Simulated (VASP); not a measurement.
Input of a VASP 6.6.1 run:

POSCAR

```
PtSe2
1.0
    3.5795043541      0.0000000000      0.0000000000
   -1.7897521770      3.0999417036      0.0000000000
    0.0000000000      0.0000000000      5.8164888559
Pt Se
1 2
Direct
    0.0000000000      0.0000000000      0.0000000000
    0.3333333333      0.6666666667      0.2379399976
    0.6666666667      0.3333333333      0.7620600024
```

File INCAR.step1:

```
SYSTEM = PtSe2
PREC     = Accurate       ! precision mode
ENCUT    = 520            ! plane-wave cutoff, eV
ISMEAR   = 0              ! smearing method
SIGMA    = 0.01           ! smearing width, eV
LREAL    = .False.        ! projectors in reciprocal space
LASPH    = .True.         ! aspherical terms in the spheres
NELM     = 60             ! most SCF steps
NBANDS   = 18             ! bands
GGA      = PE             ! functional
ALGO     = Normal         ! electronic algorithm
EDIFF    = 1E-4           ! SCF threshold, eV
LWAVE    = .True.         ! write WAVECAR
LCHARG   = .False.        ! write CHGCAR
```

INCAR.step2

```
SYSTEM = PtSe2
PREC     = Accurate       ! precision mode
ENCUT    = 520            ! plane-wave cutoff, eV
EDIFF    = 1E-6           ! SCF threshold, eV
ISMEAR   = 0              ! smearing method
SIGMA    = 0.01           ! smearing width, eV
LREAL    = .False.        ! projectors in reciprocal space
LASPH    = .True.         ! aspherical terms in the spheres
NELM     = 60             ! most SCF steps
ALGO     = Normal         ! electronic algorithm
ISIF     = 2              ! what is computed and relaxed
LWAVE    = .False.        ! write WAVECAR
LCHARG   = .True.         ! write CHGCAR
METAGGA  = R2SCAN         ! meta-GGA
LMIXTAU  = .True.       
LELF     = .True.         ! ELF
LVHAR    = .True.       
NBANDS   = 18             ! bands
ISTART   = 1
```

KPOINTS

```
Automatic mesh
0
Gamma
  12 12 6
  0 0 0
```

Potentials or basis: VASP PAW PBE potentials, release 64 (Pt, Se).

Launch:

```console
$ cat potpaw_PBE.64/Pt/POTCAR potpaw_PBE.64/Se/POTCAR > POTCAR
$ cp INCAR.step1 INCAR
$ mpirun -np 1 vasp_std > vasp.out
$ cp INCAR.step2 INCAR
$ mpirun -np 1 vasp_std > vasp.out
```

Q: What does it give for the pressure?

A: 5.9 GPa.

Q: Predict the band gap on the k mesh.

A: 0.68 eV (least direct gap 0.93 eV).

Stress tensor (GPa, compression positive):
```
8.12 0.00 0.00
0.00 8.12 0.00
0.00 0.00 1.35
```

Caveat: the cell differs from its parent crystal (epitaxial xy strain -4.0%); the stress differs along the axes, from 1 to 8 GPa; the PAW data sets were made with another functional, which shifts forces and pressure a little; spin-orbit coupling is left out, which moves the levels of the heavy elements. A k mesh can miss the band edges.
